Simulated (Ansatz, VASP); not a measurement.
# Mn: VASP beside Ansatz

File INCAR:

```
PREC = Accurate
ENCUT = 520
EDIFF = 1E-6
ISMEAR = -1
SIGMA = 0.1
LREAL = F
LASPH = T
NELM = 60
ALGO = Normal
ISIF = 2
LWAVE = F
LCHARG = F
GGA = CA
NBANDS = 20
```

The input KPOINTS:

```
Automatic mesh
0
Gamma
  17 17 9
```

POSCAR

```
Mn
1.0
   -1.3439567319      1.6354144334      1.1987176510
    1.6354144334     -1.3439567319      1.1987176510
    2.7330970638      2.7330970638     -0.6649123368
Mn
2
Direct
    0.0416635149      0.9583364851      0.0000000000
    0.7083364851      0.2916635149      0.5000000000
```

Input for Ansatz:

```yaml
crystal:
  lattice:
    - [-1.3439567319, 1.6354144334, 1.198717651]
    - [1.6354144334, -1.3439567319, 1.198717651]
    - [2.7330970638, 2.7330970638, -0.6649123368]
  atoms:
    - { symbol: Mn, position: [0.0416635149, 0.9583364851, 0.0] }
    - { symbol: Mn, position: [0.7083364851, 0.2916635149, 0.5] }
hamiltonian:
  xc: lda
  pseudopotentials:
    kind: paw
    azcp:
      Mn: "pseudopotentials/Mn.paw.azcp"
basis:
  ecutwfc: 420
  fft_grid_basis: typed
kpoints:
  mp_grid: { grid: [17, 17, 9], shift: [0, 0, 0] }
magnetization:
  spin_polarized: false
scf:
  occupations: { method: fermi_dirac, width: 0.1 }
  lower_state_search: "off"
output:
  stress: true
```

Alike in both runs: task single point; functional LDA; k mesh 17 × 17 × 9; occupations fermi-dirac, width 0.1 eV; no spin polarisation.

```csv
,VASP,Ansatz
version,VASP 6.6.1,Ansatz 0.2.0
potentials or method,"VASP PAW LDA potentials, release 64 (Mn_pv), cutoff 520 eV","plane waves (420 eV) with PAW, scalar-relativistic"
valence electrons in the cell,26,30
```

|  | VASP | Ansatz | Ansatz less VASP |
| --- | --- | --- | --- |
| pressure (GPa) | 0.5 | 0.0 | -0.47 |

Ansatz warns that its potentials were made for another functional, while VASP's fit it. LDA's correlation is that of Perdew and Zunger in VASP and of Perdew and Wang (1992) in Ansatz. VASP's potentials hold 26 valence electrons a cell and Ansatz's 30, so a difference there can come from the potentials and not from the codes. Ansatz's warnings: near symmetry operations not taken.
